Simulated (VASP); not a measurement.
# Re (Fd-3m) in VASP: single point with PBE

Aim: the single point of Re with PBE.

Everything below comes from runs of VASP 6.6.1. Logs are shortened: lines on timing, memory, paths and dates and some standing lists are left out, and cuts for length are marked.

## 1. The cell of the first run

The structure is cubic, space group Fd-3m (No. 227). The conventional cell has a = 5.652 Å, b = 5.652 Å, c = 5.652 Å, α = 90.00°, β = 90.00°, γ = 90.00°. Re (site symmetry -43m) has 4 Re at 2.45 Å within 3.2 Å.

This isn't the form of Re at room conditions, which is hcp.

## 2. Single point, PBE (22.57 Å³/atom)

INCAR reads:

```
PREC = Accurate
ENCUT = 500
EDIFF = 1E-6
ISMEAR = -1
SIGMA = 0.1
LREAL = F
LASPH = T
NELM = 120
ALGO = Normal
ISIF = 2
LWAVE = F
LCHARG = F
GGA = PE
NBANDS = 22
GGA_COMPAT = F
```

KPOINTS reads:

```
Automatic mesh
0
Gamma
  12 12 12
```

POSCAR reads:

```
Re
1.0
    0.0000000000      2.8260376746      2.8260376746
    2.8260376746      0.0000000000      2.8260376746
    2.8260376746      2.8260376746      0.0000000000
Re
2
Direct
   -0.1250000000     -0.1250000000     -0.1250000000
    0.1250000000      0.1250000000      0.1250000000
```

Potentials or basis: VASP PAW PBE potentials, release 64 (Re_sv_GW).

Run with:

```sh
$ cat potpaw_PBE.64/Re_sv_GW/POTCAR > POTCAR
$ mpirun -np 1 vasp_std > vasp.out
```

OUTCAR:

```text
PREC = Accurate
   ENCUT = 500
   EDIFF = 1E-6
   ISMEAR = -1
   LREAL = F
   LASPH = T
   NELM = 120
   ISIF = 2
   GGA = PE

 ion  position               nearest neighbor table
   1  0.875  0.875  0.875-   2 2.45   2 2.45   2 2.45   2 2.45
   2  0.125  0.125  0.125-   1 2.45   1 2.45   1 2.45   1 2.45

  LATTYP: Found a face centered cubic cell.
 ALAT       =     5.6520753492

  Lattice vectors:

 A1 = (   0.0000000000,   2.8260376746,   2.8260376746)
 A2 = (   2.8260376746,   0.0000000000,   2.8260376746)
 A3 = (   2.8260376746,   2.8260376746,   0.0000000000)

Analysis of symmetry for initial positions (statically):
=====================================================================
 Subroutine PRICEL returns:
 Original cell was already a primitive cell.

 Routine SETGRP: Setting up the symmetry group for a
 face centered cubic supercell.

 Subroutine GETGRP returns: Found 48 space group operations
 (whereof 12 operations were pure point group operations)
 out of a pool of 48 trial point group operations.

The static configuration has the point symmetry D_3d.
 The point group associated with its full space group is O_h .

Analysis of symmetry for dynamics (positions and initial velocities):
=====================================================================
 Subroutine PRICEL returns:
 Original cell was already a primitive cell.

 Routine SETGRP: Setting up the symmetry group for a
 face centered cubic supercell.

 Subroutine GETGRP returns: Found 48 space group operations
 (whereof 12 operations were pure point group operations)
 out of a pool of 48 trial point group operations.

The dynamic configuration has the point symmetry D_3d.
 The point group associated with its full space group is O_h .

 Subroutine INISYM returns: Found 48 space group operations
 (whereof 12 operations are pure point group operations),
 and found     1 'primitive' translations

----------------------------------------------------------------------------------------

                                     Primitive cell

  volume of cell :      45.1402

  direct lattice vectors                    reciprocal lattice vectors
     0.000000000  2.826037675  2.826037675    -0.176926162  0.176926162  0.176926162
     2.826037675  0.000000000  2.826037675     0.176926162 -0.176926162  0.176926162
     2.826037675  2.826037675  0.000000000     0.176926162  0.176926162 -0.176926162

  length of vectors
     3.996620807  3.996620807  3.996620807     0.306445102  0.306445102  0.306445102

  position of ions in fractional coordinates (direct lattice)
     0.875000000  0.875000000  0.875000000
     0.125000000  0.125000000  0.125000000

  ion indices of the primitive-cell ions
   primitive index   ion index
                 1           1
                 2           2

----------------------------------------------------------------------------------------

 KPOINTS: Automatic mesh

Automatic generation of k-mesh.
 Grid dimensions read from file:
 generate k-points for:   12   12   12

 Generating k-lattice:

  Cartesian coordinates                     Fractional coordinates (reciprocal lattice)
    -0.014743847  0.014743847  0.014743847     0.083333333  0.000000000  0.000000000
     0.014743847 -0.014743847  0.014743847     0.000000000  0.083333333  0.000000000
     0.014743847  0.014743847 -0.014743847     0.000000000  0.000000000  0.083333333

  Length of vectors
     0.025537092  0.025537092  0.025537092

  Shift w.r.t. Gamma in fractional coordinates (k-lattice)
     0.000000000  0.000000000  0.000000000

 Subroutine IBZKPT returns following result:
 ===========================================

 Found     72 irreducible k-points:

 Following reciprocal coordinates:
            Coordinates               Weight
  0.000000  0.000000  0.000000      1.000000
  0.083333  0.000000  0.000000      8.000000
  0.166667  0.000000  0.000000      8.000000
  0.250000  0.000000  0.000000      8.000000
  0.333333  0.000000  0.000000      8.000000
  0.416667  0.000000  0.000000      8.000000
[... 16 lines left out ...]
  0.500000  0.166667  0.000000     24.000000
 -0.416667  0.166667  0.000000     24.000000
 [... further k-points ...]
   k-points           NKPTS =     72   k-points in BZ     NKDIM =     72   number of bands    NBANDS=     22
   number of dos      NEDOS =    301   number of ions     NIONS =      2
   total plane-waves  NPLWV =  27000
   dimension x,y,z NGX =    30 NGY =   30 NGZ =   30
   dimension x,y,z NGXF=    60 NGYF=   60 NGZF=   60
   ions per type =               2
   NGX,Y,Z   is equivalent  to a cutoff of  12.48, 12.48, 12.48 a.u.
   NGXF,Y,Z  is equivalent  to a cutoff of  24.96, 24.96, 24.96 a.u.
 SYSTEM =  unknown system
   PREC   = accura    normal or accurate (medium, high low for compatibility)
   ISTART =      0    job   : 0-new  1-cont  2-samecut
   ICHARG =      2    charge: 1-file 2-atom 10-const
   ISPIN  =      1    spin polarized calculation?
   LNONCOLLINEAR =      F non collinear calculations
   LSORBIT =      F    spin-orbit coupling
   LASPH  =      T    aspherical Exc in radial PAW
   ENCUT  =  500.0 eV  36.75 Ry    6.06 a.u.   7.29  7.29  7.29*2*pi/ulx,y,z
   NELM   =    120;   NELMIN=  2; NELMDL= -5     # of ELM steps
   EDIFF  = 0.1E-05   stopping-criterion for ELM
   LREAL  =      F    real-space projection
   EDIFFG = 0.1E-04   stopping-criterion for IOM
   NSW    =      0    number of steps for IOM
   IBRION =     -1    ionic relax: 0-MD 1-quasi-New 2-CG
   NFREE  =      0    steps in history (QN), initial steepest desc. (CG)
   ISIF   =      2    stress and relaxation
   ISYM   =      2    0-nonsym 1-usesym 2-fastsym
   POTIM  = 0.5000    time-step for ionic-motion
   TEBEG  =    0.0;   TEEND  =   0.0 temperature during run
   PSTRESS=    0.0 pullay stress
   NELECT =      30.0000    total number of electrons
   NUPDOWN=      -1.0000    fix difference up-down
   EMIN   =  10.00;   EMAX   =-10.00  energy-range for DOS
   EFERMI =   0.00;   METHOD = LEGACY
   ISMEAR =    -1;   SIGMA  =   0.10  broadening in eV -4-tet -1-fermi 0-gaus
   EFERMI_NEDOS =   21; number of points for ismear=-14 and -15
   IALGO  =     38    algorithm
   IMIX   =      4    mixing-type and parameters
     AMIX     =   0.40;   BMIX     =  1.00
     AMIX_MAG =   1.60;   BMIX_MAG =  1.00
  volume/ion in A,a.u.               =      22.57       152.31
  Fermi-wavevector in a.u.,A,eV,Ry     =   1.428655  2.699766 27.770233  2.041055
  Thomas-Fermi vector in A             =   2.548693
   LORBIT       =      0    0 simple, 1 ext, 2 COOP (PROOUT), +10 PAW based schemes
   GGA     = PE    functional components
   LHFCALC =     F    Hartree Fock is set to
   AEXX    =    0.0000 exact exchange contribution
   IVDW    =     0    specifies the selected vdW correction
   LEPSILON=     F    determine dielectric tensor
   LRPA    =     F    only Hartree local field effects (RPA)
 non-spin polarized calculation
  energy-cutoff  :      500.00
  volume of cell :       45.14
 maximum number of plane-waves:      1167
 NGX is ok and might be reduce to    30
   NGX = 15   NGY = 15   NGZ = 15

 number of electron      30.0000002 magnetization

 Free energy of the ion-electron system (eV)
  ---------------------------------------------------
  ext. energy  EPLUGINS =         0.00000000
  ---------------------------------------------------
  free energy    TOTEN  =       -24.89942364 eV

  energy without entropy =      -24.85138066  energy(sigma->0) =      -24.87540215

 E-fermi :   6.8003     XC(G=0): -11.3160

 val. band max:        6.7985553530   @ k =  -0.4167   0.2500   0.0000
 cond. band min:       6.8178488603   @ k =  -0.2500   0.4167   0.1667
 fundamental gap:      0.0192935073
 Fermi energy:         6.8002725928

 k-point     1 :       0.0000    0.0000    0.0000
  band No.  band energies     occupation
      1     -72.7961      2.00000
      2     -72.4728      2.00000
      3     -34.9944      2.00000
      4     -34.9944      2.00000
      5     -34.9944      2.00000
      6     -34.0716      2.00000
[... 14 lines left out ...]
     21      17.9888      0.00000
     22      19.3492      0.00000

 k-point     2 :       0.0833    0.0000    0.0000
  band No.  band energies     occupation
      1     -72.7921      2.00000
      2     -72.4772      2.00000
      3     -35.0023      2.00000
      4     -35.0023      2.00000
      5     -34.9941      2.00000
      6     -34.0739      2.00000
[... 14 lines left out ...]
     21      18.1214      0.00000
     22      19.4004      0.00000

 k-point     3 :       0.1667    0.0000    0.0000
  band No.  band energies     occupation
      1     -72.7803      2.00000
      2     -72.4894      2.00000
      3     -35.0227      2.00000
      4     -35.0227      2.00000
      5     -34.9904      2.00000
      6     -34.0788      2.00000
[... 14 lines left out ...]
     21      17.3636      0.00000
     22      19.3187      0.00000

 k-point     4 :       0.2500    0.0000    0.0000
  band No.  band energies     occupation
      1     -72.7626      2.00000
      2     -72.5074      2.00000
      3     -35.0478      2.00000
      4     -35.0478      2.00000
      5     -34.9844      2.00000
      6     -34.0855      2.00000
[... 14 lines left out ...]
     21      16.9005      0.00000
     22      18.5400      0.00000

 k-point     5 :       0.3333    0.0000    0.0000
  band No.  band energies     occupation
      1     -72.7418      2.00000
      2     -72.5285      2.00000
      3     -35.0717      2.00000
      4     -35.0717      2.00000
      5     -34.9794      2.00000
      6     -34.0934      2.00000
[... 14 lines left out ...]
     21      16.7389      0.00000
     22      17.7624      0.00000

 k-point     6 :       0.4167    0.0000    0.0000
  band No.  band energies     occupation
      1     -72.7236      2.00000
      2     -72.5470      2.00000
      3     -35.0888      2.00000
      4     -35.0888      2.00000
      5     -34.9759      2.00000
      6     -34.0989      2.00000
[... 14 lines left out ...]
     21      16.6828      0.00000
     22      17.2530      0.00000

 k-point     7 :       0.5000    0.0000    0.0000
  band No.  band energies     occupation
      1     -72.7161      2.00000
      2     -72.5547      2.00000
      3     -35.0946      2.00000
      4     -35.0946      2.00000
      5     -34.9757      2.00000
      6     -34.1007      2.00000
[... 324 lines left out ...]
      6     -34.1660      2.00000
[... 14 lines left out ...]
     21      16.7219      0.00000
     22      16.7973      0.00000

 k-point    21 :       0.3333    0.1667    0.0000
  band No.  band energies     occupation
      1     -72.7418      2.00000
      2     -72.5283      2.00000
      3     -35.1098      2.00000
      4     -35.1015      2.00000
      5     -34.8819      2.00000
      6     -34.1927      2.00000
[... 14 lines left out ...]
     21      16.0062      0.00000
     22      16.2666      0.00000

 k-point    22 :       0.4167    0.1667    0.0000
  band No.  band energies     occupation
      1     -72.7211      2.00000
      2     -72.5494      2.00000
      3     -35.1390      2.00000
      4     -35.1169      2.00000
      5     -34.8609      2.00000
      6     -34.2144      2.00000
[... 14 lines left out ...]
     21      15.5520      0.00000
     22      15.5845      0.00000

 k-point    23 :       0.5000    0.1667    0.0000
  band No.  band energies     occupation
      1     -72.7052      2.00000
      2     -72.5656      2.00000
      3     -35.1603      2.00000
      4     -35.1212      2.00000
      5     -34.8498      2.00000
      6     -34.2251      2.00000
[... 14 lines left out ...]
     21      14.9696      0.00000
     22      15.5305      0.00000

 k-point    24 :      -0.4167    0.1667    0.0000
  band No.  band energies     occupation
      1     -72.7029      2.00000
      2     -72.5679      2.00000
      3     -35.1686      2.00000
      4     -35.1131      2.00000
      5     -34.8539      2.00000
      6     -34.2205      2.00000
[... 14 lines left out ...]
     21      14.6678      0.00000
     22      15.8880      0.00000

 [... further k-points ...]

------------------------ aborting loop because EDIFF is reached ----------------------------------------

  FORCE on cell =-STRESS in cart. coord.  units (eV):
  Direction    XX          YY          ZZ          XY          YZ          ZX
  --------------------------------------------------------------------------------------
  -------------------------------------------------------------------------------------
  Total       -0.4470953     -0.4470953     -0.4470953     -0.0000000     -0.0000000     -0.0000000
  in kB      -15.8689014    -15.8689014    -15.8689014     -0.0000000     -0.0000000     -0.0000000
  external PRESSURE =     -15.8689014 kB  Pullay stress =       0.0000000 kB

 VOLUME and BASIS-vectors are now :
 -----------------------------------------------------------------------------
  energy-cutoff  :      500.00
  volume of cell :       45.14
      direct lattice vectors                 reciprocal lattice vectors
     0.000000000  2.826037675  2.826037675    -0.176926162  0.176926162  0.176926162
     2.826037675  0.000000000  2.826037675     0.176926162 -0.176926162  0.176926162
     2.826037675  2.826037675  0.000000000     0.176926162  0.176926162 -0.176926162

 POSITION                                       TOTAL-FORCE (eV/Angst)
 -----------------------------------------------------------------------------------
      4.94557      4.94557      4.94557        -0.000000      0.000000     -0.000000
      0.70651      0.70651      0.70651         0.000000     -0.000000      0.000000
 -----------------------------------------------------------------------------------
    total drift:                               -0.000000      0.000000      0.000000

  FREE ENERGIE OF THE ION-ELECTRON SYSTEM (eV)
  ---------------------------------------------------
  free  energy   TOTEN  =       -24.8994236397 eV

  energy  without entropy=      -24.8513806597  energy(sigma->0) =      -24.87540215
```

It took 27 s on 1 thread of Intel Xeon 6975P-C (Granite Rapids), shared host; peak memory 0.2 GiB.

Results:

```
Free energy            : -24.8994 eV
Pressure               : -1.6 GPa
Band gap on the k mesh : zero (bands 15 and 16 overlap by 1.47 eV)
```

Caveat: spin-orbit coupling is left out, which moves the levels of the heavy elements.
